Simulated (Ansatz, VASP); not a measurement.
## One calculation of HfO2, two programs

POSCAR

```
HfO2
1.0
    0.0000000000      2.5291823184      2.5291823184
    2.5291823184      0.0000000000      2.5291823184
    2.5291823184      2.5291823184      0.0000000000
Hf O
1 2
Direct
    0.0000000000      0.0000000000      0.0000000000
    0.2500000000      0.2500000000      0.2500000000
    0.7500000000      0.7500000000      0.7500000000
```

The input INCAR.step1:

```
SYSTEM = HfO2
ALGO     = Normal         ! electronic algorithm
EDIFF    = 1E-5           ! SCF threshold, eV
ENCUT    = 520            ! plane-wave cutoff, eV
GGA      = PE             ! functional
GGA_COMPAT= .False.      
ISIF     = 2              ! what is computed and relaxed
ISMEAR   = 0              ! smearing method
LASPH    = .True.         ! aspherical terms in the spheres
LCHARG   = .False.        ! write CHGCAR
LREAL    = .False.        ! projectors in reciprocal space
LWAVE    = .True.         ! write WAVECAR
NBANDS   = 18             ! bands
NELM     = 120            ! most SCF steps
PREC     = Accurate       ! precision mode
SIGMA    = 0.01           ! smearing width, eV
```

INCAR.step2

```
SYSTEM = HfO2
AEXX     = 0.25           ! exact-exchange fraction
ALGO     = Normal         ! electronic algorithm
EDIFF    = 1E-6           ! SCF threshold, eV
ENCUT    = 520            ! plane-wave cutoff, eV
GGA      = PE             ! functional
GGA_COMPAT= .False.      
ISIF     = 2              ! what is computed and relaxed
ISMEAR   = 0              ! smearing method
ISTART   = 1            
LASPH    = .True.         ! aspherical terms in the spheres
LCHARG   = .False.        ! write CHGCAR
LHFCALC  = .True.         ! exact exchange
LREAL    = .False.        ! projectors in reciprocal space
LWAVE    = .False.        ! write WAVECAR
NBANDS   = 18             ! bands
NELM     = 120            ! most SCF steps
PREC     = Accurate       ! precision mode
PRECFOCK = Normal       
SIGMA    = 0.01           ! smearing width, eV
```

Contents of KPOINTS:

```
k-points
0
Gamma
  6 6 6
  0 0 0
```

Input for Ansatz:

```yaml
crystal:
  lattice:
    - [0.0, 2.5291823184, 2.5291823184]
    - [2.5291823184, 0.0, 2.5291823184]
    - [2.5291823184, 2.5291823184, 0.0]
  atoms:
    - { symbol: Hf, position: [0.0, 0.0, 0.0] }
    - { symbol: O, position: [0.25, 0.25, 0.25] }
    - { symbol: O, position: [0.75, 0.75, 0.75] }
kpoints:
  mp_grid: { grid: [6, 6, 6] }
  band_path:
    path:
      - [0.0, 0.0, 0.0]
      - [0.5, 0.0, 0.5]
      - [0.625, 0.25, 0.625]
      - [0.375, 0.375, 0.75]
      - [0.5, 0.5, 0.5]
      - [0.5, 0.25, 0.75]
      - [0.0, 0.5, 0.5]
    npoints: 1
hamiltonian:
  xc: pbe0
scf:
  occupations: { method: fixed }
  n_extra_bands: 4
output:
  forces: true
  stress: true
  eigenvalues: true
```

Alike in both runs: task single point; functional PBE0; k mesh 6 × 6 × 6; no spin polarisation.

|  | VASP | Ansatz |
| --- | --- | --- |
| version | VASP 6.6.1 | Ansatz 0.2.0 |
| potentials or method | VASP PAW PBE potentials, release 64 (Hf_pv, O) | plane waves, PAW |
| plane-wave cutoff (eV) | 520 | 420 |
| occupations | gaussian, width 0.01 eV | fixed |
| valence electrons in the cell | 22 | 38 |

```csv
,VASP,Ansatz,Ansatz less VASP
gap on the k mesh at the Fermi level (eV),6.12,6.16,+0.037
pressure (GPa),-5.2,-0.2,+4.99
```

One of these differences is far larger than is usual between the two programs; its cause wasn't traced. VASP's potentials hold 22 valence electrons a cell and Ansatz's 38, so a difference there can come from the potentials and not from the codes. Ansatz's warnings: stress exchange threshold loose, stress scf threshold loose.

Neither program's run includes spin-orbit coupling.
